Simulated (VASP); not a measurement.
# HfN (Fm-3m) in VASP: a series of runs, part 2 of 2

VASP 6.6.1.

## Step 4: Electric field gradients, PBE

This run uses another cell than the first one, of 11.48 Å³/atom, 1.063 times its volume.

File INCAR:

```
ALGO = Normal
EDIFF = 1E-8
ENCUT = 520
GGA = PE
ISIF = 2
ISMEAR = -1
LASPH = T
LCHARG = F
LEFG = T
LREAL = F
LWAVE = F
NBANDS = 14
NELM = 80
PREC = Accurate
SIGMA = 0.05
```

File KPOINTS:

```
k-points
0
Gamma
  16 16 16
```

File POSCAR:

```
HfN
1.0
    0.0000000000      2.2558601243      2.2558601243
    2.2558601243      0.0000000000      2.2558601243
    2.2558601243      2.2558601243      0.0000000000
Hf N
1 1
Direct
    0.0000000000      0.0000000000      0.0000000000
    0.5000000000      0.5000000000      0.5000000000
```

Potentials or basis: VASP PAW PBE potentials, release 64 (Hf_pv, N).

The run is started by

```console
cat potpaw_PBE.64/Hf_pv/POTCAR potpaw_PBE.64/N/POTCAR > POTCAR
mpirun -np 1 vasp_std > vasp.out
```

OUTCAR:

```text
EDIFF = 1E-8
   ENCUT = 520
   GGA = PE
   ISIF = 2
   ISMEAR = -1
   LASPH = T
   LREAL = F
   NELM = 80
   PREC = Accurate

 ion  position               nearest neighbor table
   1  0.000  0.000  0.000-   2 2.26   2 2.26   2 2.26   2 2.26   2 2.26   2 2.26
   2  0.500  0.500  0.500-   1 2.26   1 2.26   1 2.26   1 2.26   1 2.26   1 2.26

  LATTYP: Found a face centered cubic cell.
 ALAT       =     4.5117202486

  Lattice vectors:

 A1 = (   0.0000000000,   2.2558601243,   2.2558601243)
 A2 = (   2.2558601243,   0.0000000000,   2.2558601243)
 A3 = (   2.2558601243,   2.2558601243,   0.0000000000)

Analysis of symmetry for initial positions (statically):
=====================================================================
 Subroutine PRICEL returns:
 Original cell was already a primitive cell.

 Routine SETGRP: Setting up the symmetry group for a
 face centered cubic supercell.

 Subroutine GETGRP returns: Found 48 space group operations
[... 594 lines left out ...]
  volume of cell :       22.96
      direct lattice vectors                 reciprocal lattice vectors
     0.000000000  2.255860124  2.255860124    -0.221644948  0.221644948  0.221644948
     2.255860124  0.000000000  2.255860124     0.221644948 -0.221644948  0.221644948
     2.255860124  2.255860124  0.000000000     0.221644948  0.221644948 -0.221644948

 POSITION                                       TOTAL-FORCE (eV/Angst)
 -----------------------------------------------------------------------------------
      0.00000      0.00000      0.00000         0.000000      0.000000      0.000000
      2.25586      2.25586      2.25586        -0.000000     -0.000000     -0.000000
 -----------------------------------------------------------------------------------
    total drift:                                0.000000     -0.000000     -0.000000

  FREE ENERGIE OF THE ION-ELECTRON SYSTEM (eV)
  ---------------------------------------------------
  free  energy   TOTEN  =       -21.7562801010 eV

  energy  without entropy=      -21.7515591304  energy(sigma->0) =      -21.75391962

 Electric field gradients (V/A^2)
---------------------------------------------------------------------
 ion       V_xx      V_yy      V_zz      V_xy      V_xz      V_yz
---------------------------------------------------------------------
   1       0.000     0.000    -0.000    -0.000    -0.000    -0.000
   2       0.000    -0.000     0.000     0.001     0.001     0.001
---------------------------------------------------------------------

 Electric field gradients after diagonalization (V/A^2)
 (convention: |V_zz| > |V_xx| > |V_yy|)
----------------------------------------------------------------------
 ion       V_xx      V_yy      V_zz     asymmetry (V_yy - V_xx)/ V_zz
----------------------------------------------------------------------
   1       0.000     0.000    -0.001       0.000
   2      -0.001    -0.001     0.002       0.000
----------------------------------------------------------------------

           NMR quadrupolar parameters

 Cq : quadrupolar parameter    Cq=e*Q*V_zz/h
 eta: asymmetry parameters     (V_yy - V_xx)/ V_zz
 Q  : nuclear electric quadrupole moment in mb (millibarn)
----------------------------------------------------------------------
 ion       Cq(MHz)       eta       Q (mb)
----------------------------------------------------------------------
   1      -0.000       0.000       1.000
   2       0.000       0.000       1.000
----------------------------------------------------------------------
```

stdout:

```text
POSCAR found type information on POSCAR HfN
 POSCAR found :  2 types and       2 ions
 scaLAPACK will be used
 LDA part: xc-table for (Slater+PW92), standard interpolation
 POSCAR, INCAR and KPOINTS ok, starting setup
 FFT: planning ... GRIDC
 FFT: planning ... GRID_SOFT
 FFT: planning ... GRID
 WAVECAR not read
 entering main loop
ion   1

ion   2
```

Wall time 16 s (1 thread of Intel Xeon 6975P-C (Granite Rapids), shared host); peak memory 0.17 GiB.

What came out:

```yaml
Free_energy: -21.7563 eV
Pressure: 4.2 GPa
```

Caveat: without QUAD_EFG the Cq values of the log hold for a quadrupole moment of 1 mb, not for the nuclei; spin-orbit coupling is left out, which moves the levels of the heavy elements.

## Step 5: Electric field gradients, PBE

This run uses another cell than the first one, of 11.48 Å³/atom, 1.063 times its volume.

File INCAR:

```
SYSTEM = HfN
ALGO = Normal
EDIFF = 1E-8
ENCUT = 520
GGA = PE
ISIF = 2
ISMEAR = -1
LASPH = .TRUE.
LCHARG = .FALSE.
LEFG = .TRUE.
LREAL = .FALSE.
LWAVE = .FALSE.
NBANDS = 14
NELM = 60
PREC = Accurate
SIGMA = 0.05
```

File KPOINTS:

```
k-points
0
G
  16 16 16
  0 0 0
```

POSCAR is that of step 4.

Potentials or basis: VASP PAW PBE potentials, release 64 (Hf_pv, N).

The run is started by

```console
cat potpaw_PBE.64/Hf_pv/POTCAR potpaw_PBE.64/N/POTCAR > POTCAR
mpirun -np 1 vasp_std > vasp.out
```

OUTCAR:

```text
SYSTEM = HfN
   EDIFF = 1E-8
   ENCUT = 520
   GGA = PE
   ISIF = 2
   ISMEAR = -1
   LASPH = .TRUE.
   LREAL = .FALSE.
   NELM = 60
   PREC = Accurate

 ion  position               nearest neighbor table
   1  0.000  0.000  0.000-   2 2.26   2 2.26   2 2.26   2 2.26   2 2.26   2 2.26
   2  0.500  0.500  0.500-   1 2.26   1 2.26   1 2.26   1 2.26   1 2.26   1 2.26

  LATTYP: Found a face centered cubic cell.
 ALAT       =     4.5117202486

  Lattice vectors:

 A1 = (   0.0000000000,   2.2558601243,   2.2558601243)
[... 620 lines left out ...]
  ---------------------------------------------------
  free  energy   TOTEN  =       -21.7562801010 eV

  energy  without entropy=      -21.7515591304  energy(sigma->0) =      -21.75391962

 Electric field gradients (V/A^2)
---------------------------------------------------------------------
 ion       V_xx      V_yy      V_zz      V_xy      V_xz      V_yz
---------------------------------------------------------------------
   1       0.000     0.000    -0.000    -0.000    -0.000    -0.000
   2       0.000    -0.000     0.000     0.001     0.001     0.001
---------------------------------------------------------------------

 Electric field gradients after diagonalization (V/A^2)
 (convention: |V_zz| > |V_xx| > |V_yy|)
----------------------------------------------------------------------
 ion       V_xx      V_yy      V_zz     asymmetry (V_yy - V_xx)/ V_zz
----------------------------------------------------------------------
   1       0.000     0.000    -0.001       0.000
   2      -0.001    -0.001     0.002       0.000
----------------------------------------------------------------------

           NMR quadrupolar parameters

 Cq : quadrupolar parameter    Cq=e*Q*V_zz/h
 eta: asymmetry parameters     (V_yy - V_xx)/ V_zz
 Q  : nuclear electric quadrupole moment in mb (millibarn)
----------------------------------------------------------------------
 ion       Cq(MHz)       eta       Q (mb)
----------------------------------------------------------------------
   1      -0.000       0.000       1.000
   2       0.000       0.000       1.000
----------------------------------------------------------------------
```

Wall time 16 s (1 thread of Intel Xeon 6975P-C (Granite Rapids), shared host); peak memory 0.18 GiB.

Results:

* Free energy: -21.7563 eV
* Pressure: 4.2 GPa

Levels at points of the mesh, in eV from the Fermi level:
```
           k point  band 4  band 5  band 6  band 7  band 8  band 9  band 10  band 11  band 12  band 13
(0.00, 0.00, 0.00)  -17.54   -3.04   -3.04   -3.04   -0.35   -0.35    -0.35     1.83     1.98     1.98
(0.50, 0.00, 0.00)  -14.79   -8.91   -6.21   -6.21    3.29    3.72     3.72     4.45     8.88     8.88
(0.50, 0.50, 0.00)  -16.45   -5.42   -3.83   -3.70   -3.70    4.12     5.55     5.55     5.64     8.05
```

Caveat: without QUAD_EFG the Cq values of the log hold for a quadrupole moment of 1 mb, not for the nuclei; spin-orbit coupling is left out, which moves the levels of the heavy elements.

## Step 6: Electric field gradients, PBE (volume scaled by 1.02)

File INCAR:

```
SYSTEM = HfN
PREC     = Accurate       ! precision mode
ENCUT    = 520            ! plane-wave cutoff, eV
EDIFF    = 1E-8           ! SCF threshold, eV
ISMEAR   = -1             ! smearing method
SIGMA    = 0.05           ! smearing width, eV
LREAL    = .False.        ! projectors in reciprocal space
LASPH    = .True.         ! aspherical terms in the spheres
NELM     = 80             ! most SCF steps
ALGO     = Normal         ! electronic algorithm
ISIF     = 2              ! what is computed and relaxed
LWAVE    = .False.        ! write WAVECAR
LCHARG   = .False.        ! write CHGCAR
GGA      = PE             ! functional
LEFG     = .True.       
NBANDS   = 14             ! bands
```

File KPOINTS:

```
Automatic mesh
0
Gamma
  16 16 16
  0 0 0
```

File POSCAR:

```
HfN
1.0
    0.0000000000      2.2708000307      2.2708000307
    2.2708000307      0.0000000000      2.2708000307
    2.2708000307      2.2708000307      0.0000000000
Hf N
1 1
Direct
    0.0000000000      0.0000000000      0.0000000000
    0.5000000000      0.5000000000      0.5000000000
```

Potentials or basis: VASP PAW PBE potentials, release 64 (Hf_pv, N).

The run is started by

```console
cat potpaw_PBE.64/Hf_pv/POTCAR potpaw_PBE.64/N/POTCAR > POTCAR
mpirun -np 1 vasp_std > vasp.out
```

OUTCAR:

```text
SYSTEM = HfN
   PREC = Accurate
   ENCUT = 520
   EDIFF = 1E-8
   ISMEAR = -1
   LREAL = .False.
   LASPH = .True.
   NELM = 80
   ISIF = 2
   GGA = PE

 ion  position               nearest neighbor table
   1  0.000  0.000  0.000-   2 2.27   2 2.27   2 2.27   2 2.27   2 2.27   2 2.27
   2  0.500  0.500  0.500-   1 2.27   1 2.27   1 2.27   1 2.27   1 2.27   1 2.27

  LATTYP: Found a face centered cubic cell.
 ALAT       =     4.5416000614

  Lattice vectors:

 A1 = (   0.0000000000,   2.2708000307,   2.2708000307)
 A2 = (   2.2708000307,   0.0000000000,   2.2708000307)
 A3 = (   2.2708000307,   2.2708000307,   0.0000000000)

Analysis of symmetry for initial positions (statically):
=====================================================================
 Subroutine PRICEL returns:
 Original cell was already a primitive cell.

 Routine SETGRP: Setting up the symmetry group for a
 face centered cubic supercell.

 Subroutine GETGRP returns: Found 48 space group operations
 (whereof 48 operations were pure point group operations)
 out of a pool of 48 trial point group operations.

The static configuration has the point symmetry O_h .

Analysis of symmetry for dynamics (positions and initial velocities):
=====================================================================
 Subroutine PRICEL returns:
 Original cell was already a primitive cell.

 Routine SETGRP: Setting up the symmetry group for a
 face centered cubic supercell.

 Subroutine GETGRP returns: Found 48 space group operations
 (whereof 48 operations were pure point group operations)
 out of a pool of 48 trial point group operations.

[... 552 lines left out ...]
      6       4.5899      2.00000
      7       4.8947      2.00000
      8       8.0666      1.94868
      9       8.0789      1.93476
     10       8.5060      0.01150
     11      10.2115      0.00000
     12      10.9900      0.00000
     13      11.1882      0.00000
     14      18.5528      0.00000

 [... further k-points ...]

------------------------ aborting loop because EDIFF is reached ----------------------------------------

  FORCE on cell =-STRESS in cart. coord.  units (eV):
  Direction    XX          YY          ZZ          XY          YZ          ZX
  --------------------------------------------------------------------------------------
  -------------------------------------------------------------------------------------
  Total       -0.1846777     -0.1846777     -0.1846777      0.0000000     -0.0000000      0.0000000
  in kB      -12.6345091    -12.6345091    -12.6345091      0.0000000     -0.0000000      0.0000000
  external PRESSURE =     -12.6345091 kB  Pullay stress =       0.0000000 kB

 VOLUME and BASIS-vectors are now :
 -----------------------------------------------------------------------------
  energy-cutoff  :      520.00
  volume of cell :       23.42
      direct lattice vectors                 reciprocal lattice vectors
     0.000000000  2.270800031  2.270800031    -0.220186715  0.220186715  0.220186715
     2.270800031  0.000000000  2.270800031     0.220186715 -0.220186715  0.220186715
     2.270800031  2.270800031  0.000000000     0.220186715  0.220186715 -0.220186715

 POSITION                                       TOTAL-FORCE (eV/Angst)
 -----------------------------------------------------------------------------------
      0.00000      0.00000      0.00000        -0.000000     -0.000000     -0.000000
      2.27080      2.27080      2.27080         0.000000      0.000000      0.000000
 -----------------------------------------------------------------------------------
    total drift:                                0.000000     -0.000000     -0.000000

  FREE ENERGIE OF THE ION-ELECTRON SYSTEM (eV)
  ---------------------------------------------------
  free  energy   TOTEN  =       -21.7606692197 eV

  energy  without entropy=      -21.7558695935  energy(sigma->0) =      -21.75826941

 Electric field gradients (V/A^2)
---------------------------------------------------------------------
 ion       V_xx      V_yy      V_zz      V_xy      V_xz      V_yz
---------------------------------------------------------------------
   1      -0.000     0.000     0.000    -0.000    -0.000    -0.000
   2       0.000     0.000     0.000     0.001     0.001     0.001
---------------------------------------------------------------------

 Electric field gradients after diagonalization (V/A^2)
 (convention: |V_zz| > |V_xx| > |V_yy|)
----------------------------------------------------------------------
 ion       V_xx      V_yy      V_zz     asymmetry (V_yy - V_xx)/ V_zz
----------------------------------------------------------------------
   1       0.000     0.000    -0.001       0.000
   2      -0.001    -0.001     0.002       0.000
----------------------------------------------------------------------

           NMR quadrupolar parameters

 Cq : quadrupolar parameter    Cq=e*Q*V_zz/h
 eta: asymmetry parameters     (V_yy - V_xx)/ V_zz
 Q  : nuclear electric quadrupole moment in mb (millibarn)
----------------------------------------------------------------------
 ion       Cq(MHz)       eta       Q (mb)
----------------------------------------------------------------------
   1      -0.000       0.000       1.000
   2       0.000       0.000       1.000
----------------------------------------------------------------------
```

OSZICAR:

```text
N       E                     dE             d eps       ncg     rms          rms(c)
DAV:   1     0.380549429052E+02    0.38055E+02   -0.77372E+03  4092   0.100E+03
DAV:   2    -0.227215940034E+02   -0.60777E+02   -0.56661E+02  5430   0.234E+02
DAV:   3    -0.247586636537E+02   -0.20371E+01   -0.20282E+01  4690   0.353E+01
DAV:   4    -0.247662335333E+02   -0.75699E-02   -0.75689E-02  4852   0.250E+00
DAV:   5    -0.247662809383E+02   -0.47405E-04   -0.47406E-04  4672   0.171E-01    0.475E+01
DAV:   6    -0.218731818584E+02    0.28931E+01   -0.83128E+00  4438   0.220E+01    0.407E+01
DAV:   7    -0.217895986814E+02    0.83583E-01   -0.45882E-01  5128   0.603E+00    0.263E+01
DAV:   8    -0.217670148345E+02    0.22584E-01   -0.11914E-01  4672   0.296E+00    0.617E+00
DAV:   9    -0.217607779066E+02    0.62369E-02   -0.17113E-02  4552   0.105E+00    0.198E+00
DAV:  10    -0.217607037300E+02    0.74177E-04   -0.10911E-03  5386   0.318E-01    0.454E-01
DAV:  11    -0.217606713817E+02    0.32348E-04   -0.71418E-05  4942   0.838E-02    0.114E-01
DAV:  12    -0.217606694222E+02    0.19595E-05   -0.80822E-06  5450   0.241E-02    0.149E-02
DAV:  13    -0.217606692381E+02    0.18411E-06   -0.20910E-07  4618   0.466E-03    0.596E-03
DAV:  14    -0.217606691721E+02    0.65977E-07   -0.17581E-08  5192   0.116E-03    0.456E-03
DAV:  15    -0.217606692177E+02   -0.45652E-07   -0.38223E-09  2666   0.609E-04    0.566E-05
DAV:  16    -0.217606692197E+02   -0.19963E-08   -0.68537E-10  2534   0.264E-04
   1 F= -.21760669E+02 E0= -.21758269E+02  d E =-.479963E-02
```

Wall time 16 s (1 thread of Intel Xeon 6975P-C (Granite Rapids), shared host); peak memory 0.17 GiB.

Results:

```yaml
Free_energy: -21.7607 eV
Pressure: -1.3 GPa
```

Caveat: the cell differs from its parent crystal (volume scaled by 1.02); without QUAD_EFG the Cq values of the log hold for a quadrupole moment of 1 mb, not for the nuclei; spin-orbit coupling is left out, which moves the levels of the heavy elements.

## Step 7: The runs side by side

| cell | gap on the mesh (eV) | pressure (GPa) |
| --- | --- | --- |
| a = 3.126 Å, angles 60.0°, 2 atoms | none | 24.4 |
| a = 3.169 Å, angles 60.0°, 2 atoms | none | 10.3 |
| a = 3.190 Å, angles 60.0°, 2 atoms | none | 4.2 |
| a = 3.211 Å, angles 60.0°, 2 atoms | none | -1.3 |

Alike in all rows: task electric field gradients; level PBE; potentials or basis VASP PAW PBE potentials, release 64 (Hf_pv, N); no spin polarisation; k mesh 16 × 16 × 16; cutoff (eV) 520; smearing fermi-dirac 0.05 eV.

Caveats: spin-orbit coupling is left out, which moves the levels of the heavy elements.

Total energies depend on the potentials used, so only differences within one code and one set of settings carry meaning.
